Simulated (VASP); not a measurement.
Input of a VASP 6.6.1 run:

Contents of INCAR:

```
SYSTEM = V
ALGO = Normal
EDIFF = 1E-6
ENCUT = 520
GGA = PE
ISIF = 2
ISMEAR = -1
ISPIN = 2
LASPH = .True.
LCHARG = .False.
LMAXMIX = 4
LORBIT = 11
LREAL = .False.
LWAVE = .False.
MAGMOM = 2.5 2.5
NBANDS = 24
NELM = 150
NUPDOWN = 5.0
PREC = Accurate
SIGMA = 0.05
```

File KPOINTS:

```
k-points
0
Gamma
  10 10 5
  0 0 0
```

File POSCAR:

```
V
1.0
    2.6042941027      0.0000000000      0.0000000000
   -1.3021470513      2.2553848518      0.0000000000
    0.0000000000      0.0000000000      4.7233360000
V
2
Direct
    0.3333333333      0.6666666667      0.2500000000
    0.6666666667      0.3333333333      0.7500000000
```

Potentials or basis: VASP PAW PBE potentials, release 64 (V_sv).

Launch:

```console
$ cat potpaw_PBE.64/V_sv/POTCAR > POTCAR
$ mpirun -np 1 vasp_std > vasp.out
```

**Question.** Predict the pressure.

**Answer.** 25.4 GPa.

Stress tensor (GPa, compression positive):
```
36.80  0.00  0.00
 0.00 36.80  0.00
 0.00  0.00  2.46
```

Caveat: the total moment is fixed, so each spin has its own Fermi level.
